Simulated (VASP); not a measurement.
## GaN: single point with PBEsol+D3(BJ)

The system is GaN.

```
CELL_PARAMETERS angstrom
3.24237 0.00000 0.00000
-1.62118 2.80797 0.00000
0.00000 0.00000 5.26732
ATOMIC_POSITIONS crystal
Ga 0.66667 0.33333 0.50000
Ga 0.33333 0.66667 0.00000
N 0.66667 0.33333 0.87500
N 0.33333 0.66667 0.37500
```

```yaml
Program: VASP 6.6.1
Task: single point
Functional: PBEsol
Dispersion: D3(BJ)
Potentials_or_basis: VASP PAW PBE potentials, release 64 (Ga_d, N)
Cutoff: 520 eV
k_mesh: 10 × 10 × 5
Occupations: fermi-dirac, width 0.05 eV
Spin: no spin polarisation
```

The pressure is -11.9 GPa. The largest force is 0.117 eV/Å. The band gap on the k mesh is 1.54 eV, direct and the dispersion energy per atom is -0.210 eV.

Forces in eV/Å, atoms in the order of the input:
```
Ga   0.000  0.000 -0.117
Ga   0.000  0.000 -0.117
N    0.000  0.000  0.117
N    0.000  0.000  0.117
```

Stress tensor (GPa, compression positive):
```
-12.42   0.00   0.00
  0.00 -12.42   0.00
  0.00   0.00 -10.81
```

Levels at points of the mesh, in eV from the valence-band top:
```
           k point  band 16  band 17  band 18  band 19  band 20  band 21
(0.00, 0.00, 0.00)    -0.06     0.00     0.00     1.54     3.86     8.82
(0.50, 0.00, 0.00)    -2.61    -2.14    -0.93     4.78     5.18     5.82
```

Run time: 21 s on 1 thread of Intel(R) Xeon(R) 6975P-C (Granite Rapids), with other jobs on the host, peak memory 0.19 GiB.

Caveat: the PAW data sets were made with another functional, which shifts forces and pressure a little.
